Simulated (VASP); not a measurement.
Write the native input for VASP 6.6.1 that does the following.

```yaml
Task: single point
Functional: PBEsol
Potentials_or_basis: VASP PAW PBE potentials, release 64 (Fe)
Cutoff: 520 eV
k_mesh: 10 × 10 × 6
Occupations: fermi-dirac, width 0.05 eV
Spin: collinear spin, ferromagnetic start
Starting_moments: "[3.75, 3.75] μB"
Fixed_moment: 7.5 μB
Dipole_correction: no
Further_INCAR_settings: ALGO = Normal; EDIFF = 1e-06; NBANDS = 19
```

The structure of Fe lies in POSCAR:

```
Fe
1.0
    2.4341575853      0.0000000000      0.0000000000
   -1.2170787927      2.1080423057      0.0000000000
    0.0000000000      0.0000000000      3.8419344700
Fe
2
Direct
    0.6666666667      0.3333333333      0.7500000000
    0.3333333333      0.6666666667      0.2500000000
```

These files were run (other wordings do the same):

INCAR

```
SYSTEM = Fe
PREC = Accurate
ENCUT = 520
EDIFF = 1E-6
ISMEAR = -1
SIGMA = 0.05
LREAL = .False.
LASPH = .True.
NELM = 150
ALGO = Normal
ISIF = 2
LWAVE = .False.
LCHARG = .False.
ISPIN = 2
MAGMOM = 3.75 3.75
LORBIT = 11
NUPDOWN = 7.5
LMAXMIX = 4
GGA = PS
NBANDS = 19
```

KPOINTS

```
Automatic mesh
0
Gamma
  10 10 6
  0 0 0
```

Potentials or basis: VASP PAW PBE potentials, release 64 (Fe).

Command:

```bash
$ cat potpaw_PBE.64/Fe/POTCAR > POTCAR
$ mpirun -np 1 vasp_std > vasp.out
```

It gave:

```
Pressure                                              : 112.3 GPa
Net moment                                            : 7.50 μB per cell
Site moments                                          : Fe +3.65 μB
Valence electrons inside the program's atomic spheres : Fe 7.62
```

Caveat: the PAW data sets were made with another functional, which shifts forces and pressure a little; the total moment is fixed, so each spin has its own Fermi level.

It took 16 s on 1 thread of Intel(R) Xeon(R) 6975P-C (Granite Rapids), with other jobs on the host, peak memory 0.15 GiB.
